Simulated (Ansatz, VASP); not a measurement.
SiC3 in VASP and in Ansatz

```
C Si
1.0
     1.41543    0.81720    4.67007
    -1.41543    0.81720    4.67007
     0.00000   -1.63440    4.67007
C Si
3 1
Cartesian
  1.4154 0.8172 4.7855
  0.0000 0.0000 6.8504
  0.0000 0.0000 5.3123
  0.0000 0.0000 12.2397
```

Alike in both runs: task single point; functional PBE; k mesh 8 × 8 × 8; no spin polarisation.

|  | VASP | Ansatz |
| --- | --- | --- |
| version | VASP 6.6.1 | Ansatz 0.2.0 |
| potentials or method | VASP PAW PBE potentials, release 64 (C, Si) | plane waves, PAW |
| plane-wave cutoff (eV) | 520 | 420 |
| occupations | gaussian, width 0.01 eV | fixed |
| valence electrons in the cell | 16 | 16 |

|  | VASP | Ansatz | Ansatz less VASP |
| --- | --- | --- | --- |
| gap on the k mesh at the Fermi level (eV) | 1.58 | 1.59 | +0.007 |
